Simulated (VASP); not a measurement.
# GaGe3 (Pmm2) in VASP: single point with PBEsol

Aim: the single point of GaGe3 with PBEsol.

Everything below comes from runs of VASP 6.6.1. Logs are shortened: lines on timing, memory, paths and dates and some standing lists are left out, and cuts for length are marked.

### 1 The cell of the first run

The structure is orthorhombic, space group Pmm2 (No. 25). Conventional cell: a = 4.278 Å, b = 4.278 Å, c = 4.278 Å, α = 90.00°, β = 90.00°, γ = 90.00°. Ga (site symmetry mm2) has 12 Ge at 2.91 to 3.15 Å within 3.8 Å. Ge (site symmetry mm2) has 4 Ga at 2.91 to 3.15 Å and 8 Ge at 2.91 to 3.15 Å within 3.8 Å. Ge (site symmetry mm2) has 4 Ga at 3.03 Å and 8 Ge at 3.03 Å within 4.0 Å. Within 3.8 Å of Ge (site symmetry mm2) lie 8 Ge at 2.91 to 3.15 Å and 4 Ga at 3.03 Å.

### 2 Single point, PBEsol

INCAR reads:

```
SYSTEM = GaGe3
ALGO = Normal ; EDIFF = 1E-7
ENCUT = 520 ; GGA = PS
ISIF = 2 ; ISMEAR = 1
LASPH = .TRUE. ; LCHARG = .FALSE.
LREAL = .FALSE. ; LWAVE = .FALSE.
NBANDS = 36 ; NELM = 80
PREC = Accurate ; SIGMA = 0.1
```

KPOINTS reads:

```
k-points
0
G
  5 5 5
  0 0 0
```

POSCAR reads:

```
GaGe3
1.0
    4.2784700000      0.0000000000      0.0000000000
    0.0000000000      4.2784700000      0.0000000000
    0.0000000000      0.0000000000      4.2784700000
Ga Ge
1 3
Direct
    0.0000000000      0.0000000000      0.0000000000
    0.0000000000      0.5000000000      0.5400000000
    0.5000000000      0.0000000000      0.5000000000
    0.5000000000      0.5000000000      0.0000000000
```

Potentials or basis: VASP PAW PBE potentials, release 64 (Ga_d, Ge_d).

On the command line:

```
$ cat potpaw_PBE.64/Ga_d/POTCAR potpaw_PBE.64/Ge_d/POTCAR > POTCAR
$ mpirun -np 1 vasp_std > vasp.out
```

OUTCAR:

```text
SYSTEM = GaGe3
   EDIFF = 1E-7
   ENCUT = 520
   GGA = PS
   ISIF = 2
   ISMEAR = 1
   LASPH = .TRUE.
   LREAL = .FALSE.
   NELM = 80
   PREC = Accurate

 ion  position               nearest neighbor table
   1  0.000  0.000  0.000-   2 2.91   2 2.91
   2  0.000  0.500  0.540-   1 2.91   4 2.91   1 2.91   4 2.91
   3  0.500  0.000  0.500-
   4  0.500  0.500  0.000-   2 2.91   2 2.91

  LATTYP: Found a simple cubic cell.
 ALAT       =     4.2784700000

  Lattice vectors:

 A1 = (   4.2784700000,   0.0000000000,   0.0000000000)
 A2 = (   0.0000000000,   4.2784700000,   0.0000000000)
 A3 = (   0.0000000000,   0.0000000000,   4.2784700000)

Analysis of symmetry for initial positions (statically):
=====================================================================
 Subroutine PRICEL returns:
 Original cell was already a primitive cell.

 Routine SETGRP: Setting up the symmetry group for a
 simple cubic supercell.

 Subroutine GETGRP returns: Found  4 space group operations
 (whereof  4 operations were pure point group operations)
 out of a pool of 48 trial point group operations.

The static configuration has the point symmetry C_2v.

Analysis of symmetry for dynamics (positions and initial velocities):
=====================================================================
 Subroutine PRICEL returns:
 Original cell was already a primitive cell.

 Routine SETGRP: Setting up the symmetry group for a
 simple cubic supercell.

 Subroutine GETGRP returns: Found  4 space group operations
 (whereof  4 operations were pure point group operations)
 out of a pool of 48 trial point group operations.

The dynamic configuration has the point symmetry C_2v.

 Subroutine INISYM returns: Found  4 space group operations
 (whereof  4 operations are pure point group operations),
 and found     1 'primitive' translations

----------------------------------------------------------------------------------------

                                     Primitive cell

  volume of cell :      78.3187

  direct lattice vectors                    reciprocal lattice vectors
     4.278470000  0.000000000  0.000000000     0.233728412  0.000000000  0.000000000
     0.000000000  4.278470000  0.000000000     0.000000000  0.233728412  0.000000000
     0.000000000  0.000000000  4.278470000     0.000000000  0.000000000  0.233728412

  length of vectors
     4.278470000  4.278470000  4.278470000     0.233728412  0.233728412  0.233728412

  position of ions in fractional coordinates (direct lattice)
     0.000000000  0.000000000  0.000000000
     0.000000000  0.500000000  0.540000000
     0.500000000  0.000000000  0.500000000
     0.500000000  0.500000000  0.000000000

  ion indices of the primitive-cell ions
   primitive index   ion index
                 1           1
                 2           2
                 3           3
                 4           4

----------------------------------------------------------------------------------------

 KPOINTS: k-points

Automatic generation of k-mesh.
 Grid dimensions read from file:
 generate k-points for:    5    5    5

 Generating k-lattice:

  Cartesian coordinates                     Fractional coordinates (reciprocal lattice)
     0.046745682  0.000000000  0.000000000     0.200000000  0.000000000  0.000000000
     0.000000000  0.046745682  0.000000000     0.000000000  0.200000000  0.000000000
     0.000000000  0.000000000  0.046745682     0.000000000  0.000000000  0.200000000

  Length of vectors
     0.046745682  0.046745682  0.046745682

  Shift w.r.t. Gamma in fractional coordinates (k-lattice)
     0.000000000  0.000000000  0.000000000

 Subroutine IBZKPT returns following result:
 ===========================================

 Found     27 irreducible k-points:

 Following reciprocal coordinates:
            Coordinates               Weight
  0.000000  0.000000  0.000000      1.000000
  0.200000  0.000000  0.000000      2.000000
  0.000000  0.200000  0.000000      2.000000
  0.000000  0.000000  0.200000      2.000000
  0.400000  0.000000  0.000000      2.000000
  0.000000  0.400000  0.000000      2.000000
[... 16 lines left out ...]
  0.200000  0.200000  0.400000      8.000000
  0.400000  0.400000  0.200000      8.000000
 [... further k-points ...]
   k-points           NKPTS =     27   k-points in BZ     NKDIM =     27   number of bands    NBANDS=     36
   number of dos      NEDOS =    301   number of ions     NIONS =      4
   total plane-waves  NPLWV =  32768
   dimension x,y,z NGX =    32 NGY =   32 NGZ =   32
   dimension x,y,z NGXF=    64 NGYF=   64 NGZF=   64
   ions per type =               1   3
   NGX,Y,Z   is equivalent  to a cutoff of  12.43, 12.43, 12.43 a.u.
   NGXF,Y,Z  is equivalent  to a cutoff of  24.87, 24.87, 24.87 a.u.
 SYSTEM =  GaGe3
   PREC   = accura    normal or accurate (medium, high low for compatibility)
   ISTART =      0    job   : 0-new  1-cont  2-samecut
   ICHARG =      2    charge: 1-file 2-atom 10-const
   ISPIN  =      1    spin polarized calculation?
   LNONCOLLINEAR =      F non collinear calculations
   LSORBIT =      F    spin-orbit coupling
   LASPH  =      T    aspherical Exc in radial PAW
   ENCUT  =  520.0 eV  38.22 Ry    6.18 a.u.   7.96  7.96  7.96*2*pi/ulx,y,z
   NELM   =     80;   NELMIN=  2; NELMDL= -5     # of ELM steps
   EDIFF  = 0.1E-06   stopping-criterion for ELM
   LREAL  =      F    real-space projection
   EDIFFG = 0.1E-05   stopping-criterion for IOM
   NSW    =      0    number of steps for IOM
   IBRION =     -1    ionic relax: 0-MD 1-quasi-New 2-CG
   NFREE  =      0    steps in history (QN), initial steepest desc. (CG)
   ISIF   =      2    stress and relaxation
   ISYM   =      2    0-nonsym 1-usesym 2-fastsym
   POTIM  = 0.5000    time-step for ionic-motion
   TEBEG  =    0.0;   TEEND  =   0.0 temperature during run
   PSTRESS=    0.0 pullay stress
   NELECT =      55.0000    total number of electrons
   NUPDOWN=      -1.0000    fix difference up-down
   EMIN   =  10.00;   EMAX   =-10.00  energy-range for DOS
   EFERMI =   0.00;   METHOD = LEGACY
   ISMEAR =     1;   SIGMA  =   0.10  broadening in eV -4-tet -1-fermi 0-gaus
   EFERMI_NEDOS =   21; number of points for ismear=-14 and -15
   IALGO  =     38    algorithm
   IMIX   =      4    mixing-type and parameters
     AMIX     =   0.40;   BMIX     =  1.00
     AMIX_MAG =   1.60;   BMIX_MAG =  1.00
  volume/ion in A,a.u.               =      19.58       132.13
  Fermi-wavevector in a.u.,A,eV,Ry     =   1.455148  2.749831 28.809743  2.117456
  Thomas-Fermi vector in A             =   2.572216
   LORBIT       =      0    0 simple, 1 ext, 2 COOP (PROOUT), +10 PAW based schemes
   GGA     = PS    functional components
   LHFCALC =     F    Hartree Fock is set to
   AEXX    =    0.0000 exact exchange contribution
   IVDW    =     0    specifies the selected vdW correction
   LEPSILON=     F    determine dielectric tensor
   LRPA    =     F    only Hartree local field effects (RPA)
 non-spin polarized calculation
 Methfessel and Paxton  Order N= 1 SIGMA  =   0.10
  energy-cutoff  :      520.00
  volume of cell :       78.32
 maximum number of plane-waves:      2139
   NGX = 15   NGY = 15   NGZ = 15

 number of electron      54.9999940 magnetization

 Free energy of the ion-electron system (eV)
  ---------------------------------------------------
  ext. energy  EPLUGINS =         0.00000000
  ---------------------------------------------------
  free energy    TOTEN  =       -17.25089863 eV

  energy without entropy =      -17.25395951  energy(sigma->0) =      -17.25191893

 E-fermi :   5.7443     XC(G=0): -11.1758

 val. band max:        5.6939157062   @ k =   0.4000   0.2000   0.0000
 cond. band min:       5.7947587214   @ k =   0.4000   0.4000   0.0000
 fundamental gap:      0.1008430153
 Fermi energy:         5.7442873837

 k-point     1 :       0.0000    0.0000    0.0000
  band No.  band energies     occupation
      1     -18.7518      2.00000
      2     -18.7471      2.00000
      3     -18.7456      2.00000
      4     -18.7377      2.00000
      5     -18.7112      2.00000
      6     -18.7012      2.00000
[... 28 lines left out ...]
     35      12.6270      0.00000
     36      13.0026      0.00000

 k-point     2 :       0.2000    0.0000    0.0000
  band No.  band energies     occupation
      1     -18.7512      2.00000
      2     -18.7365      2.00000
      3     -18.7354      2.00000
      4     -18.7294      2.00000
      5     -18.7097      2.00000
      6     -18.6951      2.00000
[... 28 lines left out ...]
     35      13.2354      0.00000
     36      14.0007      0.00000

 k-point     3 :       0.0000    0.2000    0.0000
  band No.  band energies     occupation
      1     -18.7442      2.00000
      2     -18.7405      2.00000
      3     -18.7357      2.00000
      4     -18.7298      2.00000
      5     -18.7060      2.00000
      6     -18.7001      2.00000
[... 28 lines left out ...]
     35      13.2334      0.00000
     36      14.1784      0.00000

 k-point     4 :       0.0000    0.0000    0.2000
  band No.  band energies     occupation
      1     -18.7454      2.00000
      2     -18.7403      2.00000
      3     -18.7353      2.00000
      4     -18.7307      2.00000
      5     -18.7087      2.00000
      6     -18.6966      2.00000
[... 28 lines left out ...]
     35      13.2919      0.00000
     36      14.0393      0.00000

 k-point     5 :       0.4000    0.0000    0.0000
  band No.  band energies     occupation
      1     -18.7490      2.00000
      2     -18.7188      2.00000
      3     -18.7118      2.00000
      4     -18.7088      2.00000
      5     -18.7043      2.00000
      6     -18.6844      2.00000
[... 655 lines left out ...]
 k-point    22 :       0.2000    0.4000    0.2000
  band No.  band energies     occupation
      1     -18.7277      2.00000
      2     -18.7182      2.00000
      3     -18.7141      2.00000
      4     -18.7018      2.00000
      5     -18.6993      2.00000
      6     -18.6948      2.00000
[... 28 lines left out ...]
     35      12.8400      0.00000
     36      13.3378      0.00000

 k-point    23 :       0.2000    0.2000    0.4000
  band No.  band energies     occupation
      1     -18.7290      2.00000
      2     -18.7193      2.00000
      3     -18.7136      2.00000
      4     -18.7041      2.00000
      5     -18.6992      2.00000
      6     -18.6950      2.00000
[... 28 lines left out ...]
     35      12.8581      0.00000
     36      13.3129      0.00000

 k-point    24 :       0.4000    0.4000    0.2000
  band No.  band energies     occupation
      1     -18.7200      2.00000
      2     -18.7168      2.00000
      3     -18.7104      2.00000
      4     -18.7071      2.00000
      5     -18.7039      2.00000
      6     -18.6960      2.00000
[... 28 lines left out ...]
     35      12.2869      0.00000
     36      14.1671      0.00000

 [... further k-points ...]

------------------------ aborting loop because EDIFF is reached ----------------------------------------

  FORCE on cell =-STRESS in cart. coord.  units (eV):
  Direction    XX          YY          ZZ          XY          YZ          ZX
  --------------------------------------------------------------------------------------
  -------------------------------------------------------------------------------------
  Total       -1.9327428     -1.8158672     -1.7975060      0.0000000      0.0000000      0.0000000
  in kB      -39.5384077    -37.1474658    -36.7718473      0.0000000      0.0000000      0.0000000
  external PRESSURE =     -37.8192403 kB  Pullay stress =       0.0000000 kB

 VOLUME and BASIS-vectors are now :
 -----------------------------------------------------------------------------
  energy-cutoff  :      520.00
  volume of cell :       78.32
      direct lattice vectors                 reciprocal lattice vectors
     4.278470000  0.000000000  0.000000000     0.233728412  0.000000000  0.000000000
     0.000000000  4.278470000  0.000000000     0.000000000  0.233728412  0.000000000
     0.000000000  0.000000000  4.278470000     0.000000000  0.000000000  0.233728412

 POSITION                                       TOTAL-FORCE (eV/Angst)
 -----------------------------------------------------------------------------------
      0.00000      0.00000      0.00000         0.000000      0.000000      0.266467
      0.00000      2.13924      2.31037         0.000000      0.000000     -0.179540
      2.13924      0.00000      2.13924         0.000000      0.000000     -0.227458
      2.13924      2.13924      0.00000         0.000000      0.000000      0.140531
 -----------------------------------------------------------------------------------
    total drift:                                0.000000     -0.000000     -0.000724

  FREE ENERGIE OF THE ION-ELECTRON SYSTEM (eV)
  ---------------------------------------------------
  free  energy   TOTEN  =       -17.2508986336 eV

  energy  without entropy=      -17.2539595086  energy(sigma->0) =      -17.25191893
```

Run time: 38 s. Hardware: 1 thread of Intel Xeon Platinum 8488C (Sapphire Rapids), shared host; peak memory 0.21 GiB.

Results:

```yaml
Free_energy: -17.2509 eV
Pressure: -3.8 GPa
Largest_force: 0.266 eV/Å
```

Forces on the atoms (eV/Å):
```
Ga   0.000  0.000  0.266
Ge   0.000  0.000 -0.180
Ge   0.000  0.000 -0.227
Ge   0.000  0.000  0.141
```

Caveat: the PAW data sets were made with another functional, which shifts forces and pressure a little.
